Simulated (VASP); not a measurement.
A run of VASP 6.6.1 is set up as follows.

File INCAR:

```
PREC = Accurate
ENCUT = 520
EDIFF = 1E-6
ISMEAR = 0
SIGMA = 0.05
LREAL = False
LASPH = True
NELM = 100
ALGO = Normal
ISIF = 2
LWAVE = False
LCHARG = False
GGA = PS
NBANDS = 27
```

The input KPOINTS:

```
regular mesh
0
Gamma
  6 6 6
```

The input POSCAR:

```
BaHfO3
1.0
    4.4016748754      0.0000000000      0.0000000000
    0.0000000000      4.4016748754      0.0000000000
    0.0000000000      0.0000000000      3.7421503224
Ba Hf O
1 1 3
Direct
    0.5000000000      0.5000000000      0.9964249600
    0.0000000000      0.0000000000      0.4978753300
    0.0000000000      0.5000000000      0.4988901400
    0.5000000000      0.0000000000      0.4988901400
    0.0000000000      0.0000000000      0.9979412200
```

Potentials or basis: VASP PAW PBE potentials, release 64 (Ba_sv, Hf_pv, O).

Launch:

```sh
$ cat potpaw_PBE.64/Ba_sv/POTCAR potpaw_PBE.64/Hf_pv/POTCAR potpaw_PBE.64/O/POTCAR > POTCAR
$ mpirun -np 1 vasp_std > vasp.out
```

Question: Predict the largest force.

Answer: 0.022 eV/Å.

Question: What does it give for the pressure?

Answer: 6.3 GPa.

Question: What does it give for the band gap on the k mesh?

Answer: 2.66 eV, direct.

Stress tensor (GPa, compression positive):
```
-12.19   0.00   0.00
  0.00 -12.19   0.00
  0.00   0.00  43.38
```

Caveat: the PAW data sets were made with another functional, which shifts forces and pressure a little; spin-orbit coupling is left out, which moves the levels of the heavy elements. A k mesh can miss the band edges.
